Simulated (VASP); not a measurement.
# GaP (F-43m) in VASP: notebook

GaP is run at these levels: r2SCAN, r2SCAN+D3(BJ); tasks: single point.

Program: VASP 6.6.1. These are calculated values, not measurements. Logs are shortened: lines on timing, memory, paths and dates and some standing lists are left out, and cuts for length are marked.

### Step 1. The cell of the first run

The structure is cubic, space group F-43m (No. 216). The conventional cell has a = 5.451 Å, b = 5.451 Å, c = 5.451 Å, α = 90.00°, β = 90.00°, γ = 90.00°. Ga (site symmetry -43m) has 4 P at 2.36 Å within 3.1 Å. Within 3.1 Å of P (site symmetry -43m) lie 4 Ga at 2.36 Å.

### Step 2. Single point, r2SCAN

Contents of POSCAR:

```
GaP
1.0
    0.0000000000      2.7253992957      2.7253992957
    2.7253992957      0.0000000000      2.7253992957
    2.7253992957      2.7253992957      0.0000000000
Ga P
1 1
Direct
    0.0000000000      0.0000000000      0.0000000000
    0.2500000000      0.2500000000      0.2500000000
```

Contents of INCAR.step1:

```
ALGO = Normal
EDIFF = 1E-4
ENCUT = 520
GGA = PE
ISMEAR = 0
LASPH = T
LCHARG = F
LREAL = F
LWAVE = T
NBANDS = 16
NELM = 60
PREC = Accurate
SIGMA = 0.01
```

Contents of INCAR.step2:

```
ALGO = Normal
EDIFF = 1E-6
ENCUT = 520
ISIF = 2
ISMEAR = 0
ISTART = 1
LASPH = T
LCHARG = T
LELF = T
LMIXTAU = T
LREAL = F
LVHAR = T
LWAVE = F
METAGGA = R2SCAN
NBANDS = 16
NELM = 60
PREC = Accurate
SIGMA = 0.01
```

Contents of KPOINTS:

```
k-points
0
Gamma
  6 6 6
```

Potentials or basis: VASP PAW PBE potentials, release 64 (Ga_d, P).

On the command line:

```bash
$ cat potpaw_PBE.64/Ga_d/POTCAR potpaw_PBE.64/P/POTCAR > POTCAR
$ cp INCAR.step1 INCAR
$ mpirun -np 1 vasp_std > vasp.out
$ cp INCAR.step2 INCAR
$ mpirun -np 1 vasp_std > vasp.out
```

OUTCAR:

```text
EDIFF = 1E-6
   ENCUT = 520
   ISIF = 2
   ISMEAR = 0
   ISTART = 1
   LASPH = T
   LREAL = F
   METAGGA = R2SCAN
   NELM = 60
   PREC = Accurate

 ion  position               nearest neighbor table
   1  0.000  0.000  0.000-   2 2.36   2 2.36   2 2.36   2 2.36
   2  0.250  0.250  0.250-   1 2.36   1 2.36   1 2.36   1 2.36

  LATTYP: Found a face centered cubic cell.
 ALAT       =     5.4507985914

  Lattice vectors:

 A1 = (   0.0000000000,   2.7253992957,   2.7253992957)
 A2 = (   2.7253992957,   0.0000000000,   2.7253992957)
 A3 = (   2.7253992957,   2.7253992957,   0.0000000000)

Analysis of symmetry for initial positions (statically):
=====================================================================
 Subroutine PRICEL returns:
 Original cell was already a primitive cell.

 Routine SETGRP: Setting up the symmetry group for a
 face centered cubic supercell.

 Subroutine GETGRP returns: Found 24 space group operations
 (whereof 24 operations were pure point group operations)
 out of a pool of 48 trial point group operations.

The static configuration has the point symmetry T_d .

Analysis of symmetry for dynamics (positions and initial velocities):
=====================================================================
 Subroutine PRICEL returns:
 Original cell was already a primitive cell.

 Routine SETGRP: Setting up the symmetry group for a
 face centered cubic supercell.

 Subroutine GETGRP returns: Found 24 space group operations
 (whereof 24 operations were pure point group operations)
 out of a pool of 48 trial point group operations.

The dynamic configuration has the point symmetry T_d .

 Subroutine INISYM returns: Found 24 space group operations
 (whereof 24 operations are pure point group operations),
 and found     1 'primitive' translations

----------------------------------------------------------------------------------------

                                     Primitive cell

  volume of cell :      40.4874

  direct lattice vectors                    reciprocal lattice vectors
     0.000000000  2.725399296  2.725399296    -0.183459356  0.183459356  0.183459356
     2.725399296  0.000000000  2.725399296     0.183459356 -0.183459356  0.183459356
     2.725399296  2.725399296  0.000000000     0.183459356  0.183459356 -0.183459356

  length of vectors
     3.854296647  3.854296647  3.854296647     0.317760926  0.317760926  0.317760926

  position of ions in fractional coordinates (direct lattice)
     0.000000000  0.000000000  0.000000000
     0.250000000  0.250000000  0.250000000

  ion indices of the primitive-cell ions
   primitive index   ion index
                 1           1
                 2           2

----------------------------------------------------------------------------------------

 KPOINTS: k-points

Automatic generation of k-mesh.
 Grid dimensions read from file:
 generate k-points for:    6    6    6

 Generating k-lattice:

  Cartesian coordinates                     Fractional coordinates (reciprocal lattice)
    -0.030576559  0.030576559  0.030576559     0.166666667  0.000000000  0.000000000
     0.030576559 -0.030576559  0.030576559     0.000000000  0.166666667  0.000000000
     0.030576559  0.030576559 -0.030576559     0.000000000  0.000000000  0.166666667

  Length of vectors
     0.052960154  0.052960154  0.052960154

  Shift w.r.t. Gamma in fractional coordinates (k-lattice)
     0.000000000  0.000000000  0.000000000

 Subroutine IBZKPT returns following result:
 ===========================================

 Found     16 irreducible k-points:

 Following reciprocal coordinates:
            Coordinates               Weight
  0.000000  0.000000  0.000000      1.000000
  0.166667  0.000000  0.000000      8.000000
  0.333333  0.000000  0.000000      8.000000
  0.500000  0.000000  0.000000      4.000000
  0.166667  0.166667  0.000000      6.000000
  0.333333  0.166667  0.000000     24.000000
[... 8 lines left out ...]
 -0.333333  0.333333  0.166667     24.000000
 -0.333333  0.500000  0.166667     12.000000
   k-points           NKPTS =     16   k-points in BZ     NKDIM =     16   number of bands    NBANDS=     16
   number of dos      NEDOS =    301   number of ions     NIONS =      2
   total plane-waves  NPLWV =  27000
   dimension x,y,z NGX =    30 NGY =   30 NGZ =   30
   dimension x,y,z NGXF=    60 NGYF=   60 NGZF=   60
   ions per type =               1   1
   NGX,Y,Z   is equivalent  to a cutoff of  12.94, 12.94, 12.94 a.u.
   NGXF,Y,Z  is equivalent  to a cutoff of  25.88, 25.88, 25.88 a.u.
 SYSTEM =  unknown system
   PREC   = accura    normal or accurate (medium, high low for compatibility)
   ISTART =      1    job   : 0-new  1-cont  2-samecut
   ICHARG =      0    charge: 1-file 2-atom 10-const
   ISPIN  =      1    spin polarized calculation?
   LNONCOLLINEAR =      F non collinear calculations
   LSORBIT =      F    spin-orbit coupling
   LASPH  =      T    aspherical Exc in radial PAW
   ENCUT  =  520.0 eV  38.22 Ry    6.18 a.u.   7.17  7.17  7.17*2*pi/ulx,y,z
   NELM   =     60;   NELMIN=  2; NELMDL=  0     # of ELM steps
   EDIFF  = 0.1E-05   stopping-criterion for ELM
   LREAL  =      F    real-space projection
   EDIFFG = 0.1E-04   stopping-criterion for IOM
   NSW    =      0    number of steps for IOM
   IBRION =     -1    ionic relax: 0-MD 1-quasi-New 2-CG
   NFREE  =      0    steps in history (QN), initial steepest desc. (CG)
   ISIF   =      2    stress and relaxation
   ISYM   =      2    0-nonsym 1-usesym 2-fastsym
   POTIM  = 0.5000    time-step for ionic-motion
   TEBEG  =    0.0;   TEEND  =   0.0 temperature during run
   PSTRESS=    0.0 pullay stress
   NELECT =      18.0000    total number of electrons
   NUPDOWN=      -1.0000    fix difference up-down
   EMIN   =  10.00;   EMAX   =-10.00  energy-range for DOS
   EFERMI =   0.00;   METHOD = LEGACY
   ISMEAR =     0;   SIGMA  =   0.01  broadening in eV -4-tet -1-fermi 0-gaus
   EFERMI_NEDOS =   21; number of points for ismear=-14 and -15
   IALGO  =     38    algorithm
   IMIX   =      4    mixing-type and parameters
     AMIX     =   0.40;   BMIX     =  1.00
     AMIX_MAG =   1.60;   BMIX_MAG =  1.00
  volume/ion in A,a.u.               =      20.24       136.61
  Fermi-wavevector in a.u.,A,eV,Ry     =   1.249469  2.361154 21.241049  1.561173
  Thomas-Fermi vector in A             =   2.383508
   LORBIT       =      0    0 simple, 1 ext, 2 COOP (PROOUT), +10 PAW based schemes
   METAGGA = R2SCAN    functional components
   LHFCALC =     F    Hartree Fock is set to
   AEXX    =    0.0000 exact exchange contribution
   IVDW    =     0    specifies the selected vdW correction
   LEPSILON=     F    determine dielectric tensor
   LRPA    =     F    only Hartree local field effects (RPA)
 non-spin polarized calculation
 Gauss-broadening in eV      SIGMA  =   0.01
  energy-cutoff  :      520.00
  volume of cell :       40.49
 maximum number of plane-waves:      1113
 NGX is ok and might be reduce to    30
   NGX = 15   NGY = 15   NGZ = 15

 number of electron      17.9999989 magnetization

 Free energy of the ion-electron system (eV)
  ---------------------------------------------------
  ext. energy  EPLUGINS =         0.00000000
  ---------------------------------------------------
  free energy    TOTEN  =       -21.45100782 eV

  energy without entropy =      -21.45100782  energy(sigma->0) =      -21.45100782

 E-fermi :   4.5144     XC(G=0): -10.5460

 val. band max:        4.4656859192   @ k =   0.0000   0.0000   0.0000
 cond. band min:       6.3750376743   @ k =   0.5000   0.5000   0.0000
 fundamental gap:      1.9093517551
 Fermi energy:         4.5144144885

 k-point     1 :       0.0000    0.0000    0.0000
  band No.  band energies     occupation
      1     -10.5295      2.00000
      2     -10.5295      2.00000
      3     -10.5294      2.00000
      4     -10.4159      2.00000
      5     -10.4159      2.00000
      6      -8.5550      2.00000
[... 8 lines left out ...]
     15      14.7357      0.00000
     16      14.7357      0.00000

 k-point     2 :       0.1667    0.0000    0.0000
  band No.  band energies     occupation
      1     -10.5563      2.00000
      2     -10.5210      2.00000
      3     -10.5210      2.00000
      4     -10.4157      2.00000
      5     -10.4157      2.00000
      6      -8.1797      2.00000
[... 8 lines left out ...]
     15      13.9096      0.00000
     16      15.1874      0.00000

 k-point     3 :       0.3333    0.0000    0.0000
  band No.  band energies     occupation
      1     -10.6018      2.00000
      2     -10.5071      2.00000
      3     -10.5071      2.00000
      4     -10.4122      2.00000
      5     -10.4122      2.00000
      6      -7.1877      2.00000
[... 8 lines left out ...]
     15      14.6433      0.00000
     16      14.8000      0.00000

 k-point     4 :       0.5000    0.0000    0.0000
  band No.  band energies     occupation
      1     -10.6219      2.00000
      2     -10.5021      2.00000
      3     -10.5021      2.00000
      4     -10.4085      2.00000
      5     -10.4085      2.00000
      6      -6.3936      2.00000
[... 8 lines left out ...]
     15      16.7927      0.00000
     16      16.7927      0.00000
[... 172 lines left out ...]
 k-point    14 :       0.5000    0.3333    0.1667
  band No.  band energies     occupation
      1     -10.6277      2.00000
      2     -10.4915      2.00000
      3     -10.4804      2.00000
      4     -10.4308      2.00000
      5     -10.4043      2.00000
      6      -6.3781      2.00000
[... 8 lines left out ...]
     15      16.9909      0.00000
     16      18.5217      0.00000

 k-point    15 :      -0.3333    0.3333    0.1667
  band No.  band energies     occupation
      1     -10.6349      2.00000
      2     -10.4909      2.00000
      3     -10.4730      2.00000
      4     -10.4273      2.00000
      5     -10.4076      2.00000
      6      -5.7019      2.00000
[... 8 lines left out ...]
     15      17.6868      0.00000
     16      17.9989      0.00000

 k-point    16 :      -0.3333    0.5000    0.1667
  band No.  band energies     occupation
      1     -10.6460      2.00000
      2     -10.4793      2.00000
      3     -10.4638      2.00000
      4     -10.4383      2.00000
      5     -10.4017      2.00000
      6      -5.3874      2.00000
[... 8 lines left out ...]
     15      17.0457      0.00000
     16      18.8510      0.00000

------------------------ aborting loop because EDIFF is reached ----------------------------------------

  FORCE on cell =-STRESS in cart. coord.  units (eV):
  Direction    XX          YY          ZZ          XY          YZ          ZX
  --------------------------------------------------------------------------------------
  -------------------------------------------------------------------------------------
  Total        0.0006976      0.0006976      0.0006976      0.0000000      0.0000000      0.0000000
  in kB        0.0276046      0.0276046      0.0276046      0.0000000      0.0000000      0.0000000
  external PRESSURE =       0.0276046 kB  Pullay stress =       0.0000000 kB

 VOLUME and BASIS-vectors are now :
 -----------------------------------------------------------------------------
  energy-cutoff  :      520.00
  volume of cell :       40.49
      direct lattice vectors                 reciprocal lattice vectors
     0.000000000  2.725399296  2.725399296    -0.183459356  0.183459356  0.183459356
     2.725399296  0.000000000  2.725399296     0.183459356 -0.183459356  0.183459356
     2.725399296  2.725399296  0.000000000     0.183459356  0.183459356 -0.183459356

 POSITION                                       TOTAL-FORCE (eV/Angst)
 -----------------------------------------------------------------------------------
      0.00000      0.00000      0.00000        -0.000000     -0.000000     -0.000000
      1.36270      1.36270      1.36270         0.000000      0.000000      0.000000
 -----------------------------------------------------------------------------------
    total drift:                                0.000010      0.000010      0.000010

  FREE ENERGIE OF THE ION-ELECTRON SYSTEM (eV)
  ---------------------------------------------------
  free  energy   TOTEN  =       -21.4510078165 eV

  energy  without entropy=      -21.4510078165  energy(sigma->0) =      -21.45100782
```

Run time: 36 s. Hardware: 1 thread of Intel Xeon Platinum 8488C (Sapphire Rapids), shared host; peak memory 0.17 GiB.

Results:

* Free energy: -21.4510 eV
* Pressure: 0.0 GPa
* Band gap on the k mesh: 1.91 eV, indirect (least direct gap 2.34 eV)

Caveat: the PAW data sets were made with another functional, which shifts forces and pressure a little.

### Step 3. Single point, r2SCAN

POSCAR is that of step 2.

Contents of INCAR.step1:

```
SYSTEM = GaP
ALGO = Normal ; EDIFF = 1E-4
ENCUT = 520 ; GGA = PE
ISMEAR = 0 ; LASPH = .True.
LCHARG = .False. ; LREAL = .False.
LWAVE = .True. ; NBANDS = 16
NELM = 60 ; PREC = Accurate
SIGMA = 0.2
```

Contents of INCAR.step2:

```
SYSTEM = GaP
ALGO = Normal ; EDIFF = 1E-7
ENCUT = 520 ; ISIF = 2
ISMEAR = 0 ; ISTART = 1
LASPH = .True. ; LCHARG = .True.
LELF = .True. ; LMIXTAU = .True.
LREAL = .False. ; LVHAR = .True.
LWAVE = .False. ; METAGGA = R2SCAN
NBANDS = 16 ; NELM = 60
PREC = Accurate ; SIGMA = 0.2
```

Contents of KPOINTS:

```
k-points
0
Gamma
  6 6 6
  0 0 0
```

Potentials or basis: VASP PAW PBE potentials, release 64 (Ga_d, P).

On the command line:

```bash
$ cat potpaw_PBE.64/Ga_d/POTCAR potpaw_PBE.64/P/POTCAR > POTCAR
$ cp INCAR.step1 INCAR
$ mpirun -np 1 vasp_std > vasp.out
$ cp INCAR.step2 INCAR
$ mpirun -np 1 vasp_std > vasp.out
```

It took 37 s on 1 thread of Intel Xeon Platinum 8488C (Sapphire Rapids), shared host; peak memory 0.17 GiB.

Results (log left out):

| Quantity | Value |
| --- | --- |
| Free energy | -21.4510 eV |
| Pressure | 0.0 GPa |
| Band gap on the k mesh | 1.91 eV, indirect (least direct gap 2.34 eV) |

Levels at points of the mesh, in eV from the valence-band top:
| k point | band 6 | band 7 | band 8 | band 9 | band 10 | band 11 | band 12 | band 13 |
| --- | --- | --- | --- | --- | --- | --- | --- | --- |
| (0.00, 0.00, 0.00) | -13.02 | 0.00 | 0.00 | 0.00 | 2.34 | 4.19 | 4.19 | 4.19 |
| (0.50, 0.00, 0.00) | -10.86 | -6.85 | -1.17 | -1.17 | 2.04 | 5.05 | 5.05 | 8.83 |
| (0.50, 0.50, 0.00) | -9.92 | -6.96 | -2.80 | -2.80 | 1.91 | 2.10 | 11.35 | 11.35 |

Caveat: the PAW data sets were made with another functional, which shifts forces and pressure a little.

### Step 4. Single point, r2SCAN+D3(BJ)

POSCAR is that of step 3.

Contents of INCAR.step1:

```
PREC     = Accurate       # precision mode
ENCUT    = 520            # plane-wave cutoff, eV
ISMEAR   = 0              # smearing method
SIGMA    = 0.01           # smearing width, eV
LREAL    = F              # projectors in reciprocal space
LASPH    = T              # aspherical terms in the spheres
NELM     = 60             # most SCF steps
NBANDS   = 16             # bands
GGA      = PE             # functional
ALGO     = Normal         # electronic algorithm
EDIFF    = 1E-4           # SCF threshold, eV
LWAVE    = T              # write WAVECAR
LCHARG   = F              # write CHGCAR
```

Contents of INCAR.step2:

```
PREC     = Accurate       # precision mode
ENCUT    = 520            # plane-wave cutoff, eV
EDIFF    = 1E-6           # SCF threshold, eV
ISMEAR   = 0              # smearing method
SIGMA    = 0.01           # smearing width, eV
LREAL    = F              # projectors in reciprocal space
LASPH    = T              # aspherical terms in the spheres
NELM     = 60             # most SCF steps
ALGO     = Normal         # electronic algorithm
ISIF     = 2              # what is computed and relaxed
LWAVE    = F              # write WAVECAR
LCHARG   = F              # write CHGCAR
METAGGA  = R2SCAN         # meta-GGA
LMIXTAU  = T            
IVDW     = 12             # dispersion correction
VDW_S6   = 1.0          
VDW_S8   = 0.78981345   
VDW_A1   = 0.49484001   
VDW_A2   = 5.73083694   
NBANDS   = 16             # bands
ISTART   = 1
```

Contents of KPOINTS:

```
Automatic mesh
0
Gamma
  6 6 6
```

On the command line:

```bash
$ cat potpaw_PBE.64/Ga_d/POTCAR potpaw_PBE.64/P/POTCAR > POTCAR
$ cp INCAR.step1 INCAR
$ mpirun -np 1 vasp_std > vasp.out
$ cp INCAR.step2 INCAR
$ mpirun -np 1 vasp_std > vasp.out
```

Wall time 37 s (1 thread of Intel Xeon Platinum 8488C (Sapphire Rapids), shared host); peak memory 0.18 GiB.

It converged, with:

```yaml
Free_energy: -21.7494 eV
Pressure: -1.2 GPa
Band_gap_on_the_k_mesh: 1.91 eV, indirect (least direct gap 2.34 eV)
Dispersion_energy_per_atom: -0.149 eV
```

Levels at points of the mesh, in eV from the valence-band top:
```tsv
k point	band 5	band 6	band 7	band 8	band 9	band 10	band 11	band 12	band 13	band 14
(0.00, 0.00, 0.00)	-14.88	-13.02	0.00	0.00	0.00	2.34	4.19	4.19	4.19	9.46
(0.50, 0.00, 0.00)	-14.87	-10.86	-6.85	-1.17	-1.17	2.04	5.05	5.05	8.83	11.64
(0.50, 0.50, 0.00)	-14.86	-9.92	-6.96	-2.80	-2.80	1.91	2.10	11.35	11.35	12.01
```

Caveat: the PAW data sets were made with another functional, which shifts forces and pressure a little. A k mesh can miss the band edges.

[end of part 1 of 2]
